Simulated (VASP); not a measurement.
# MgCd2S3 (P-3m1) in VASP: a series of runs

MgCd2S3 is run at these levels: PBE; tasks: single point, relaxation of cell and atoms.

Program: VASP 6.6.1. These are calculated values, not measurements. Logs are shortened: lines on timing, memory, paths and dates and some standing lists are left out, and cuts for length are marked.

## (1) The cell of the first run

The structure is trigonal, space group P-3m1 (No. 164). Conventional cell: a = 3.829 Å, b = 3.829 Å, c = 9.367 Å, α = 90.00°, β = 90.00°, γ = 120.00°. Mg (site symmetry -3m) has 6 S at 2.65 Å within 3.5 Å. Cd (site symmetry 3m) has 6 S at 2.73 to 2.74 Å within 3.6 Å. Within 3.6 Å of S (site symmetry -3m) lie 6 Cd at 2.73 Å. Within 3.5 Å of S (site symmetry 3m) lie 3 Mg at 2.65 Å and 3 Cd at 2.74 Å.

The cell was generated, and may not be a known phase.

## (2) Single point, PBE

The input, INCAR:

```
  PREC = Accurate
  ENCUT = 520
  EDIFF = 1E-7
  ISMEAR = 0
  SIGMA = 0.1
  LREAL = F
  LASPH = T
  NELM = 80
  ALGO = Normal
  ISIF = 2
  LWAVE = F
  LCHARG = T
  GGA = PE
  LELF = T
  LVHAR = T
  NBANDS = 31
```

The input, KPOINTS:

```
Automatic mesh
0
Gamma
  6 6 2
```

The input, POSCAR:

```
MgCd2S3
1.0
    3.8286238929      0.0000000023      0.0000000000
   -1.9143119484      3.3156855516      0.0000000000
    0.0000000000      0.0000000000      9.3669124726
Mg Cd S
1 2 3
Direct
    0.0000000000      0.0000000000      0.0000000000
    0.3333333333      0.6666666667      0.3288016593
    0.6666666667      0.3333333333      0.6711983407
    0.0000000000      0.0000000000      0.5000000000
    0.6666666667      0.3333333333      0.1559068637
    0.3333333333      0.6666666667      0.8440931363
```

Potentials or basis: VASP PAW PBE potentials, release 64 (Mg, Cd, S).

Command:

```
$ cat potpaw_PBE.64/Mg/POTCAR potpaw_PBE.64/Cd/POTCAR potpaw_PBE.64/S/POTCAR > POTCAR
$ mpirun -np 1 vasp_std > vasp.out
```

OUTCAR:

```text
PREC = Accurate
   ENCUT = 520
   EDIFF = 1E-7
   ISMEAR = 0
   LREAL = F
   LASPH = T
   NELM = 80
   ISIF = 2
   GGA = PE

 ion  position               nearest neighbor table
   1  0.000  0.000  0.000-   5 2.65   6 2.65   6 2.65   5 2.65   5 2.65   6 2.65
   2  0.333  0.667  0.329-   4 2.73   4 2.73   4 2.73   5 2.74   5 2.74   5 2.74
   3  0.667  0.333  0.671-   4 2.73   4 2.73   4 2.73   6 2.74   6 2.74   6 2.74
   4  0.000  0.000  0.500-   2 2.73   3 2.73   2 2.73   3 2.73   3 2.73   2 2.73
   5  0.667  0.333  0.156-   1 2.65   1 2.65   1 2.65   2 2.74   2 2.74   2 2.74
   6  0.333  0.667  0.844-   1 2.65   1 2.65   1 2.65   3 2.74   3 2.74   3 2.74

  LATTYP: Found a hexagonal cell.
 ALAT       =     3.8286238929
 C/A-ratio  =     2.4465480900

  Lattice vectors:

 A1 = (   3.8286238929,   0.0000000023,   0.0000000000)
 A2 = (  -1.9143119484,   3.3156855516,   0.0000000000)
 A3 = (   0.0000000000,   0.0000000000,   9.3669124726)

Analysis of symmetry for initial positions (statically):
=====================================================================
 Subroutine PRICEL returns:
 Original cell was already a primitive cell.

 Routine SETGRP: Setting up the symmetry group for a
 hexagonal supercell.

 Subroutine GETGRP returns: Found 12 space group operations
 (whereof 12 operations were pure point group operations)
 out of a pool of 24 trial point group operations.

The static configuration has the point symmetry D_3d.

Analysis of symmetry for dynamics (positions and initial velocities):
=====================================================================
 Subroutine PRICEL returns:
 Original cell was already a primitive cell.

 Routine SETGRP: Setting up the symmetry group for a
 hexagonal supercell.

 Subroutine GETGRP returns: Found 12 space group operations
 (whereof 12 operations were pure point group operations)
 out of a pool of 24 trial point group operations.

The dynamic configuration has the point symmetry D_3d.

 Subroutine INISYM returns: Found 12 space group operations
 (whereof 12 operations are pure point group operations),
 and found     1 'primitive' translations

----------------------------------------------------------------------------------------

                                     Primitive cell

  volume of cell :     118.9084

  direct lattice vectors                    reciprocal lattice vectors
[... 86 lines left out ...]
   EDIFFG = 0.1E-05   stopping-criterion for IOM
   NSW    =      0    number of steps for IOM
   IBRION =     -1    ionic relax: 0-MD 1-quasi-New 2-CG
   NFREE  =      0    steps in history (QN), initial steepest desc. (CG)
   ISIF   =      2    stress and relaxation
   ISYM   =      2    0-nonsym 1-usesym 2-fastsym
   POTIM  = 0.5000    time-step for ionic-motion
   TEBEG  =    0.0;   TEEND  =   0.0 temperature during run
   PSTRESS=    0.0 pullay stress
   NELECT =      44.0000    total number of electrons
   NUPDOWN=      -1.0000    fix difference up-down
   EMIN   =  10.00;   EMAX   =-10.00  energy-range for DOS
   EFERMI =   0.00;   METHOD = LEGACY
   ISMEAR =     0;   SIGMA  =   0.10  broadening in eV -4-tet -1-fermi 0-gaus
   EFERMI_NEDOS =   21; number of points for ismear=-14 and -15
   IALGO  =     38    algorithm
   IMIX   =      4    mixing-type and parameters
     AMIX     =   0.40;   BMIX     =  1.00
     AMIX_MAG =   1.60;   BMIX_MAG =  1.00
  volume/ion in A,a.u.               =      19.82       133.74
  Fermi-wavevector in a.u.,A,eV,Ry     =   1.175317  2.221026 18.794669  1.381369
  Thomas-Fermi vector in A             =   2.311699
   LORBIT       =      0    0 simple, 1 ext, 2 COOP (PROOUT), +10 PAW based schemes
   GGA     = PE    functional components
   LHFCALC =     F    Hartree Fock is set to
   AEXX    =    0.0000 exact exchange contribution
   IVDW    =     0    specifies the selected vdW correction
   LEPSILON=     F    determine dielectric tensor
   LRPA    =     F    only Hartree local field effects (RPA)
 non-spin polarized calculation
 Gauss-broadening in eV      SIGMA  =   0.10
  energy-cutoff  :      520.00
  volume of cell :      118.91
 maximum number of plane-waves:      3248
   NGX = 15   NGY = 15   NGZ = 35

 number of electron      43.9999996 magnetization

 Free energy of the ion-electron system (eV)
  ---------------------------------------------------
  ext. energy  EPLUGINS =         0.00000000
  ---------------------------------------------------
  free energy    TOTEN  =       -20.15845955 eV

  energy without entropy =      -20.15845955  energy(sigma->0) =      -20.15845955

 E-fermi :   3.5026     XC(G=0): -10.1145

 val. band max:        3.0266537602   @ k =   0.0000   0.0000   0.0000
 cond. band min:       3.9359414087   @ k =   0.5000   0.0000   0.0000
 fundamental gap:      0.9092876485
 Fermi energy:         3.5025649181

 k-point     1 :       0.0000    0.0000    0.0000
  band No.  band energies     occupation
      1      -9.6364      2.00000
      2      -8.8935      2.00000
      3      -8.7578      2.00000
      4      -4.7034      2.00000
      5      -4.7034      2.00000
      6      -4.6218      2.00000
[... 465 lines left out ...]
     30      11.0209      0.00000
     31      11.0209      0.00000

------------------------ aborting loop because EDIFF is reached ----------------------------------------

  FORCE on cell =-STRESS in cart. coord.  units (eV):
  Direction    XX          YY          ZZ          XY          YZ          ZX
  --------------------------------------------------------------------------------------
  -------------------------------------------------------------------------------------
  Total        0.1294587      0.1294587      0.2392132      0.0000000      0.0000000      0.0000000
  in kB        1.7443327      1.7443327      3.2231706      0.0000000      0.0000000      0.0000000
  external PRESSURE =       2.2372786 kB  Pullay stress =       0.0000000 kB

 VOLUME and BASIS-vectors are now :
 -----------------------------------------------------------------------------
  energy-cutoff  :      520.00
  volume of cell :      118.91
      direct lattice vectors                 reciprocal lattice vectors
     3.828623893  0.000000002  0.000000000     0.261190451  0.150798377  0.000000000
    -1.914311948  3.315685552  0.000000000    -0.000000000  0.301596754  0.000000000
     0.000000000  0.000000000  9.366912473     0.000000000  0.000000000  0.106758764

 POSITION                                       TOTAL-FORCE (eV/Angst)
 -----------------------------------------------------------------------------------
      0.00000      0.00000      0.00000         0.000000      0.000000      0.000000
     -0.00000      2.21046      3.07986         0.000000      0.000000     -0.001778
      1.91431      1.10523      6.28706        -0.000000     -0.000000      0.001778
      0.00000      0.00000      4.68346         0.000000      0.000000      0.000000
      1.91431      1.10523      1.46037         0.000000      0.000000     -0.049981
     -0.00000      2.21046      7.90655        -0.000000     -0.000000      0.049981
 -----------------------------------------------------------------------------------
    total drift:                                0.000000     -0.000000      0.000000

  FREE ENERGIE OF THE ION-ELECTRON SYSTEM (eV)
  ---------------------------------------------------
  free  energy   TOTEN  =       -20.1584595452 eV

  energy  without entropy=      -20.1584595452  energy(sigma->0) =      -20.15845955
```

OSZICAR:

```text
N       E                     dE             d eps       ncg     rms          rms(c)
DAV:   1     0.281761049681E+03    0.28176E+03   -0.20988E+04   884   0.130E+03
DAV:   2    -0.339665401200E+01   -0.28516E+03   -0.27092E+03   975   0.306E+02
DAV:   3    -0.216766065592E+02   -0.18280E+02   -0.18154E+02  1060   0.767E+01
DAV:   4    -0.218865884246E+02   -0.20998E+00   -0.20982E+00  1030   0.817E+00
DAV:   5    -0.218896150763E+02   -0.30267E-02   -0.30265E-02  1086   0.981E-01    0.113E+01
DAV:   6    -0.202273191013E+02    0.16623E+01   -0.31673E+00  1136   0.161E+01    0.957E+00
DAV:   7    -0.201628598977E+02    0.64459E-01   -0.12337E+00  1065   0.539E+00    0.513E+00
DAV:   8    -0.201602691966E+02    0.25907E-02   -0.12016E-01   974   0.311E+00    0.769E-01
DAV:   9    -0.201584982612E+02    0.17709E-02   -0.17933E-02  1058   0.143E+00    0.212E-01
DAV:  10    -0.201583777087E+02    0.12055E-03   -0.14653E-03   987   0.309E-01    0.832E-02
DAV:  11    -0.201584344520E+02   -0.56743E-04   -0.39868E-04  1036   0.116E-01    0.789E-02
DAV:  12    -0.201584633746E+02   -0.28923E-04   -0.68848E-05   987   0.533E-02    0.196E-02
DAV:  13    -0.201584589497E+02    0.44248E-05   -0.20052E-05  1044   0.434E-02    0.154E-02
DAV:  14    -0.201584593473E+02   -0.39753E-06   -0.24508E-06   994   0.869E-03    0.102E-02
DAV:  15    -0.201584595148E+02   -0.16751E-06   -0.19326E-07   877   0.240E-03    0.135E-03
DAV:  16    -0.201584595452E+02   -0.30425E-07   -0.28032E-08   637   0.935E-04
   1 F= -.20158460E+02 E0= -.20158460E+02  d E =-.167109E-10
```

It took 36 s on 1 thread of AMD EPYC 9R45 (Zen 5), shared host; peak memory 0.21 GiB.

Results:

- Free energy: -20.1585 eV
- Pressure: 0.2 GPa
- Largest force: 0.050 eV/Å
- Band gap on the k mesh: 0.91 eV (least direct gap 1.45 eV)

Forces in eV/Å, atoms in the order of the input:
```
Mg   0.000  0.000  0.000
Cd   0.000  0.000 -0.002
Cd   0.000  0.000  0.002
S    0.000  0.000  0.000
S    0.000  0.000 -0.050
S    0.000  0.000  0.050
```

A k mesh can miss the band edges.

(Part 1 of 2 ends here.)

The gap in the log of VASP goes by the Fermi energy; the results here count the filled bands.